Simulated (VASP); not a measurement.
# AlP (F-43m) in VASP: further runs, part 2 of 2

VASP 6.6.1. The steps go on from the part before.

### Step 4. Single point, r2SCAN (strain +1.0%)

POSCAR reads:

```
AlP
1.0
    0.0000000000      2.7666497787      2.7666497787
    2.7666497787      0.0000000000      2.7666497787
    2.7666497787      2.7666497787      0.0000000000
Al P
1 1
Direct
    0.0000000000      0.0000000000      0.0000000000
    0.2500000000      0.2500000000      0.2500000000
```

INCAR.step1 reads:

```
  PREC = Accurate
  ENCUT = 550
  ISMEAR = 0
  SIGMA = 0.01
  LREAL = False
  LASPH = True
  NELM = 120
  NBANDS = 11
  GGA = PE
  ALGO = Normal
  EDIFF = 1E-5
  LWAVE = True
  LCHARG = False
  GGA_COMPAT = False
```

INCAR.step2 reads:

```
  PREC = Accurate
  ENCUT = 550
  EDIFF = 1E-6
  ISMEAR = 0
  SIGMA = 0.01
  LREAL = False
  LASPH = True
  NELM = 120
  ALGO = Normal
  ISIF = 2
  LWAVE = False
  LCHARG = True
  METAGGA = R2SCAN
  LMIXTAU = True
  LELF = True
  LVHAR = True
  NBANDS = 11
  ISTART = 1
  GGA_COMPAT = False
```

KPOINTS reads:

```
Automatic mesh
0
Gamma
  8 8 8
```

Potentials or basis: VASP PAW PBE potentials, release 64 (Al, P).

The run is started by

```
cat potpaw_PBE.64/Al/POTCAR potpaw_PBE.64/P/POTCAR > POTCAR
cp INCAR.step1 INCAR
mpirun -np 1 vasp_std > vasp.out
cp INCAR.step2 INCAR
mpirun -np 1 vasp_std > vasp.out
```

OUTCAR:

```text
PREC = Accurate
   ENCUT = 550
   EDIFF = 1E-6
   ISMEAR = 0
   LREAL = False
   LASPH = True
   NELM = 120
   ISIF = 2
   METAGGA = R2SCAN
   ISTART = 1

 ion  position               nearest neighbor table
   1  0.000  0.000  0.000-   2 2.40   2 2.40   2 2.40   2 2.40
   2  0.250  0.250  0.250-   1 2.40   1 2.40   1 2.40   1 2.40

  LATTYP: Found a face centered cubic cell.
 ALAT       =     5.5332995574

  Lattice vectors:

 A1 = (   0.0000000000,   2.7666497787,   2.7666497787)
 A2 = (   2.7666497787,   0.0000000000,   2.7666497787)
 A3 = (   2.7666497787,   2.7666497787,   0.0000000000)

Analysis of symmetry for initial positions (statically):
=====================================================================
 Subroutine PRICEL returns:
 Original cell was already a primitive cell.

 Routine SETGRP: Setting up the symmetry group for a
 face centered cubic supercell.

 Subroutine GETGRP returns: Found 24 space group operations
 (whereof 24 operations were pure point group operations)
 out of a pool of 48 trial point group operations.

The static configuration has the point symmetry T_d .

Analysis of symmetry for dynamics (positions and initial velocities):
[... 165 lines left out ...]
 Fermi energy:         4.1337935701

 k-point     1 :       0.0000    0.0000    0.0000
  band No.  band energies     occupation
      1      -7.7114      2.00000
      2       4.0476      2.00000
      3       4.0476      2.00000
      4       4.0476      2.00000
      5       7.6845      0.00000
      6       8.9625      0.00000
      7       8.9625      0.00000
      8       8.9625      0.00000
      9      13.3119      0.00000
     10      13.3119      0.00000
     11      14.9396      0.00000
[... 309 lines left out ...]
 k-point    24 :      -0.3750    0.2500    0.1250
  band No.  band energies     occupation
      1      -5.7575      2.00000
      2      -1.0959      2.00000
      3       1.4900      2.00000
      4       2.5831      2.00000
      5       8.3654      0.00000
      6       8.9745      0.00000
      7      11.3441      0.00000
      8      12.1820      0.00000
      9      13.5407      0.00000
     10      16.0889      0.00000
     11      17.3203      0.00000

 [... further k-points ...]
[... 5 lines left out ...]
  --------------------------------------------------------------------------------------
  -------------------------------------------------------------------------------------
  Total       -0.7456878     -0.7456878     -0.7456878      0.0000000      0.0000000     -0.0000000
  in kB      -28.2081797    -28.2081797    -28.2081797      0.0000000      0.0000000     -0.0000000
  external PRESSURE =     -28.2081797 kB  Pullay stress =       0.0000000 kB

 VOLUME and BASIS-vectors are now :
 -----------------------------------------------------------------------------
  energy-cutoff  :      550.00
  volume of cell :       42.35
      direct lattice vectors                 reciprocal lattice vectors
     0.000000000  2.766649779  2.766649779    -0.180723995  0.180723995  0.180723995
     2.766649779  0.000000000  2.766649779     0.180723995 -0.180723995  0.180723995
     2.766649779  2.766649779  0.000000000     0.180723995  0.180723995 -0.180723995

 POSITION                                       TOTAL-FORCE (eV/Angst)
 -----------------------------------------------------------------------------------
      0.00000      0.00000      0.00000        -0.000000     -0.000000      0.000000
      1.38332      1.38332      1.38332         0.000000      0.000000     -0.000000
 -----------------------------------------------------------------------------------
    total drift:                                0.000000      0.000000      0.000000

  FREE ENERGIE OF THE ION-ELECTRON SYSTEM (eV)
  ---------------------------------------------------
  free  energy   TOTEN  =       -17.1971076426 eV

  energy  without entropy=      -17.1971076426  energy(sigma->0) =      -17.19710764
```

OUTCAR.step1:

```text
PREC = Accurate
   ENCUT = 550
   ISMEAR = 0
   LREAL = False
   LASPH = True
[... 558 lines left out ...]
      0.00000      0.00000      0.00000        -0.000000     -0.000000     -0.000000
      1.38332      1.38332      1.38332         0.000000      0.000000      0.000000
 -----------------------------------------------------------------------------------
    total drift:                               -0.000000     -0.000000     -0.000000

  FREE ENERGIE OF THE ION-ELECTRON SYSTEM (eV)
  ---------------------------------------------------
  free  energy   TOTEN  =       -10.3745928212 eV

  energy  without entropy=      -10.3745928212  energy(sigma->0) =      -10.37459282
```

OSZICAR.step1:

```text
N       E                     dE             d eps       ncg     rms          rms(c)
DAV:   1     0.118392817476E+02    0.11839E+02   -0.31720E+03   638   0.582E+02
DAV:   2    -0.978783231055E+01   -0.21627E+02   -0.20528E+02   785   0.906E+01
DAV:   3    -0.107035483316E+02   -0.91572E+00   -0.91404E+00   803   0.179E+01
DAV:   4    -0.107117689428E+02   -0.82206E-02   -0.82196E-02   766   0.205E+00
DAV:   5    -0.107119321781E+02   -0.16324E-03   -0.16323E-03   811   0.277E-01    0.435E+00
DAV:   6    -0.104123007408E+02    0.29963E+00   -0.63172E-01   724   0.291E+00    0.274E+00
DAV:   7    -0.103739872284E+02    0.38314E-01   -0.20596E-01   768   0.183E+00    0.140E+00
DAV:   8    -0.103744993513E+02   -0.51212E-03   -0.14769E-02   738   0.591E-01    0.245E-01
DAV:   9    -0.103744151010E+02    0.84250E-04   -0.73167E-04   750   0.147E-01    0.104E-01
DAV:  10    -0.103745875493E+02   -0.17245E-03   -0.25998E-04   716   0.835E-02    0.138E-02
DAV:  11    -0.103745928212E+02   -0.52719E-05   -0.26431E-05   790   0.231E-02
   1 F= -.10374593E+02 E0= -.10374593E+02  d E =-.810291E-52
```

It took 41 s on 1 thread of AMD EPYC 9R45 (Zen 5), shared host; peak memory 0.14 GiB.

What came out:

* Free energy: -17.1971 eV
* Pressure: -2.8 GPa
* Band gap on the k mesh: 1.98 eV, indirect (least direct gap 3.64 eV)

Caveat: the cell differs from its parent crystal (strain +1.0%); the PAW data sets were made with another functional, which shifts forces and pressure a little. A k mesh can miss the band edges.

### Step 5. Overview

```tsv
cell	gap on the mesh (eV)	pressure (GPa)
a = 3.796 Å, angles 60.0°, 2 atoms	1.81	5.9
a = 3.835 Å, angles 60.0°, 2 atoms	1.87	2.6
a = 3.913 Å, angles 60.0°, 2 atoms	1.98	-2.8
```

Alike in all rows: task single point; level r2SCAN; potentials or basis VASP PAW PBE potentials, release 64 (Al, P); no spin polarisation; k mesh 8 × 8 × 8; cutoff (eV) 550; smearing gaussian 0.01 eV.

Caveats: the PAW data sets were made with another functional, which shifts forces and pressure a little.

Absolute energies hang on the potentials; compare differences alone.
